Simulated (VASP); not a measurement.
Wanted: the native input for a VASP 6.6.1 run.

| Quantity | Value |
| --- | --- |
| Task | single point |
| Functional | PBE |
| Potentials or basis | VASP PAW PBE potentials, release 64 (In_d, Se) |
| Cutoff | 520 eV |
| k mesh | 8 × 8 × 6 |
| Occupations | gaussian, width 0.05 eV |
| Spin | no spin polarisation |
| Dipole correction | no |
| Further INCAR settings | ALGO = Normal; EDIFF = 1e-07; NBANDS = 27 |

The structure of InSe lies in POSCAR:

```
InSe
1.0
    5.8392919807     -2.1105356280     -0.0132525201
    5.8392919807      2.1105356280     -0.0132525201
   -1.5847151896      0.0000000000      5.2053697564
In Se
2 2
Direct
    0.8758951401      0.8999067711      0.0533034054
    0.1000932289      0.1241048599      0.9466965946
    0.6837848324      0.6488736946      0.6952062322
    0.3511263054      0.3162151676      0.3047937678
```

This cell differs from its parent crystal: atoms displaced along a vibrational mode, the cell strained.

These files were run (other wordings do the same):

INCAR

```
PREC     = Accurate       # precision mode
ENCUT    = 520            # plane-wave cutoff, eV
EDIFF    = 1E-7           # SCF threshold, eV
ISMEAR   = 0              # smearing method
SIGMA    = 0.05           # smearing width, eV
LREAL    = False          # projectors in reciprocal space
LASPH    = True           # aspherical terms in the spheres
NELM     = 80             # most SCF steps
ALGO     = Normal         # electronic algorithm
ISIF     = 2              # what is computed and relaxed
LWAVE    = False          # write WAVECAR
LCHARG   = True           # write CHGCAR
GGA      = PE             # functional
LELF     = True           # ELF
LVHAR    = True         
NBANDS   = 27             # bands
```

KPOINTS

```
Automatic mesh
0
Gamma
  8 8 6
```

Potentials or basis: VASP PAW PBE potentials, release 64 (In_d, Se).

Run with:

```bash
$ cat potpaw_PBE.64/In_d/POTCAR potpaw_PBE.64/Se/POTCAR > POTCAR
$ mpirun -np 1 vasp_std > vasp.out
```

Results of the run:

```
Pressure               : 0.0 GPa
Largest force          : 0.617 eV/Å
Band gap on the k mesh : 0.93 eV (least direct gap 1.07 eV)
```

Caveat: the cell differs from its parent crystal (atoms displaced along a vibrational mode, the cell strained); spin-orbit coupling is left out, which moves the levels of the heavy elements.

Wall time 16 min on 1 thread of Intel Xeon 8259CL, on a shared host, peak memory 0.53 GiB.
